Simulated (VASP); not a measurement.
Crystal: Si.

```
CELL_PARAMETERS angstrom
0.00000 2.74755 2.74755
2.74755 0.00000 2.74755
2.74755 2.74755 0.00000
ATOMIC_POSITIONS crystal
Si 0.50000 0.50000 0.50000
Si 0.75000 0.75000 0.75000
```

Base run:

- Program: VASP 6.6.1
- Functional: revPBE
- Potentials or basis: VASP PAW PBE potentials, release 64 (Si)
- Cutoff: 520 eV
- k mesh: 9 × 9 × 9
- Occupations: fermi-dirac, width 0.05 eV
- Spin: no spin polarisation

Its results: band gap on the k mesh 0.69 eV, indirect (least direct gap 2.55 eV); pressure -0.2 GPa.

Q: The run is repeated on the same cell with these changes: k mesh from 9 × 9 × 9 to 6 × 6 × 6. What comes out?

A: Band gap on the k mesh 0.82 eV, indirect (least direct gap 2.55 eV); pressure -0.2 GPa.

Caveats: the PAW data sets were made with another functional, which shifts forces and pressure a little.

A k mesh can miss the band edges.
